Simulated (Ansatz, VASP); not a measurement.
CuAu in VASP and in Ansatz

File INCAR:

```
PREC = Accurate
ENCUT = 520
EDIFF = 1E-6
ISMEAR = -1
SIGMA = 0.05
LREAL = False
LASPH = True
NELM = 60
ALGO = Normal
ISIF = 2
LWAVE = False
LCHARG = False
GGA = PE
NBANDS = 18
```

The input KPOINTS:

```
Automatic mesh
0
Gamma
  11 11 11
```

File POSCAR:

```
CuAu
1.0
    1.4620466157      0.8441130071      4.3121794307
   -1.4620466157      0.8441130071      4.3121794307
    0.0000000000     -1.6882260143      4.3121794307
Au Cu
1 1
Direct
    0.0000000000      0.0000000000      0.0000000000
    0.5000000000      0.5000000000      0.5000000000
```

input.yaml

```yaml
crystal:
  lattice:
    - [1.4620466157, 0.8441130071, 4.3121794307]
    - [-1.4620466157, 0.8441130071, 4.3121794307]
    - [0.0, -1.6882260143, 4.3121794307]
  atoms:
    - { symbol: Au, position: [0.0, 0.0, 0.0] }
    - { symbol: Cu, position: [0.5, 0.5, 0.5] }
hamiltonian:
  xc: pbe
  pseudopotentials: { kind: paw }
kpoints:
  mp_grid: { grid: [11, 11, 11] }
scf:
  occupations: { method: fermi_dirac, width: 0.05 }
output:
  forces: true
  stress: true
  eigenvalues: true
```

Alike in both runs: task single point; functional PBE; k mesh 11 × 11 × 11; occupations fermi-dirac, width 0.05 eV; no spin polarisation.

|  | VASP | Ansatz |
| --- | --- | --- |
| version | VASP 6.6.1 | Ansatz 0.2.0 |
| potentials or method | VASP PAW PBE potentials, release 64 (Au, Cu) | Ansatz PAW |
| plane-wave cutoff (eV) | 520 | 420 |
| valence electrons in the cell | 22 | 38 |

Ansatz gave:

| Property | Result |
| --- | --- |
| gap on the k mesh at the Fermi level (eV) | none |
| pressure (GPa) | -5.1 |
| traceless stress, the component that is largest in VASP (GPa) | 0.62 |

**Question.** What did VASP give for the same quantities?

**Answer.** gap on the k mesh at the Fermi level (eV): none; pressure (GPa): -5.0; traceless stress, the component that is largest in VASP (GPa): 0.71.

A gap of «none» marks a metal or a gap that the smearing closes. The functional is the same, so the differences come from potentials, cutoffs and numerics. VASP's potentials hold 22 valence electrons a cell and Ansatz's 38, so a difference there can come from the potentials and not from the codes.

Neither program's run includes spin-orbit coupling.
